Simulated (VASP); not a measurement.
Here is a VASP 6.6.1 calculation.

INCAR

```
PREC = Accurate ; ENCUT = 500
EDIFF = 1E-6 ; ISMEAR = 0
SIGMA = 0.1 ; LREAL = False
LASPH = True ; NELM = 200
ALGO = Normal ; ISIF = 2
LWAVE = False ; LCHARG = True
GGA = PE ; LELF = True
LVHAR = True ; NBANDS = 18
GGA_COMPAT = False ; LMAXMIX = 6
```

File KPOINTS:

```
regular mesh
0
Gamma
  6 6 6
```

The input POSCAR:

```
TbMo
1.0
    3.4978479667      0.0000000000      0.0000000000
    0.0000000000      3.4978479667      0.0000000000
    0.0000000000      0.0000000000      3.4978479667
Tb Mo
1 1
Direct
    0.5000000000      0.5000000000      0.5000000000
    0.0000000000      0.0000000000      0.0000000000
```

Potentials or basis: VASP PAW PBE potentials, release 64 (Tb_3, Mo_sv), 4f in core.

Run with:

```console
$ cat potpaw_PBE.64/Tb_3/POTCAR potpaw_PBE.64/Mo_sv/POTCAR > POTCAR
$ mpirun -np 1 vasp_std > vasp.out
```

(1) Predict the pressure.

(2) Estimate the band gap on the k mesh.

Results:

(1) 0.5 GPa.

(2) zero (an odd number of electrons rules out a gap without spin polarisation).

Caveat: spin-orbit coupling is left out, which moves the levels of the heavy elements; the 4f electrons are frozen in the core, so they carry no moment and show no levels.
